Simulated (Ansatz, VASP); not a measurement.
# ZrB: VASP beside Ansatz

The input INCAR:

```
  PREC = Accurate
  ENCUT = 520
  EDIFF = 1E-6
  ISMEAR = 0
  SIGMA = 0.15
  LREAL = False
  LASPH = True
  NELM = 100
  ALGO = Normal
  ISIF = 2
  LWAVE = False
  LCHARG = False
  GGA = PS
  NBANDS = 14
```

Contents of KPOINTS:

```
regular mesh
0
Gamma
  18 18 18
```

POSCAR

```
ZrB
1.0
    0.0029062500      2.3250000000      2.3250000000
    2.3279062500      0.0000000000      2.3279062500
    2.3250000000      2.3250000000      0.0029062500
Zr B
1 1
Direct
    0.0000000000      0.0000000000      0.0000000000
    0.5000000000      0.5000000000      0.5000000000
```

Input for Ansatz:

```yaml
crystal:
  lattice:
    - [0.00290625, 2.325, 2.325]
    - [2.32790625, 0.0, 2.32790625]
    - [2.325, 2.325, 0.00290625]
  atoms:
    - { symbol: Zr, position: [0.0, 0.0, 0.0] }
    - { symbol: B, position: [0.5, 0.5, 0.5] }
basis:
  ecutwfc: 420
kpoints:
  mp_grid: { grid: [18, 18, 18] }
hamiltonian:
  xc: pbesol
scf:
  occupations: { method: gaussian, width: 0.15 }
output:
  forces: true
  stress: true
  eigenvalues: true
```

Change from the starting cell: strain +0.0025 x Voigt [0, 0, 0, 0, 1, 0], atoms carried along.

Alike in both runs: task single point; functional PBEsol; k mesh 18 × 18 × 18; occupations gaussian, width 0.15 eV; no spin polarisation.

|  | VASP | Ansatz |
| --- | --- | --- |
| version | VASP 6.6.1 | Ansatz 0.2.0 |
| potentials or method | VASP PAW PBE potentials, release 64 (Zr_sv, B), cutoff 520 eV | scalar-relativistic, plane waves, PAW |
| valence electrons in the cell | 15 | 15 |

Ansatz gave:

- gap on the k mesh at the Fermi level (eV): none
- pressure (GPa): 29.4
- traceless stress, the component that is largest in VASP (GPa): -0.14

Q: What did VASP give for the same quantities?

A: gap on the k mesh at the Fermi level (eV): none; pressure (GPa): 29.7; traceless stress, the component that is largest in VASP (GPa): -0.14.

VASP's potentials were made for PBE, not for PBEsol. A gap of «none» marks a metal or a gap that the smearing closes. Both programs put the cell under a high pressure, so it lies far from rest at this level.
